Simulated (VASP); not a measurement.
Set up this calculation in VASP 6.6.1, as the native input.

```
Task                   : relaxation of cell and atoms
Functional             : PBE
Potentials or basis    : VASP PAW PBE potentials, release 64 (C)
Cutoff                 : 600 eV
k mesh                 : 8 × 8 × 8
Occupations            : fermi-dirac, width 0.05 eV
Spin                   : no spin polarisation
Dipole correction      : no
Further INCAR settings : ALGO = Normal; EDIFF = 1e-06; IBRION = 2; EDIFFG = -0.01; NSW = 80; ISIF = 3
```

The structure of C lies in POSCAR:

```
C
1.0
    0.0000000000      1.7834000000      1.7834000000
    1.7834000000      0.0000000000      1.7834000000
    1.7834000000      1.7834000000      0.0000000000
C
2
Direct
    0.5000000000      0.5000000000      0.5000000000
    0.7500000000      0.7500000000      0.7500000000
```

These files were run (other wordings do the same):

INCAR

```
PREC = Accurate
ENCUT = 600
EDIFF = 1E-6
ISMEAR = -1
SIGMA = 0.05
LREAL = False
LASPH = True
NELM = 60
ALGO = Normal
ISIF = 3
LWAVE = False
LCHARG = False
GGA = PE
IBRION = 2
NSW = 80
EDIFFG = -0.01
```

KPOINTS

```
Automatic mesh
0
Gamma
  8 8 8
```

Potentials or basis: VASP PAW PBE potentials, release 64 (C).

Command:

```console
$ cat potpaw_PBE.64/C/POTCAR > POTCAR
$ mpirun -np 1 vasp_std > vasp.out
```

Results of the run:

```yaml
Relaxed_volume: 5.70 Å³/atom
Relaxed_cell: a = 2.526 Å, b = 2.526 Å, c = 2.526 Å, α = 60.00°, β = 60.00°, γ = 60.00°
Space_group_after_relaxing_to_0.05_Å: Fd-3m (No. 227)
Energy_gained_by_relaxing: 0.1 meV/atom
Ionic_steps: 3
Pressure_after_relaxing: 0.0 GPa
Band_gap_on_the_k_mesh: 4.12 eV, indirect (least direct gap 5.58 eV)
```

Wall time 5.4 s on 1 thread of Intel(R) Xeon(R) Platinum 8259CL CPU @ 2.50GHz (Skylake/Cascade Lake), with other jobs on the host, peak memory 0.11 GiB.
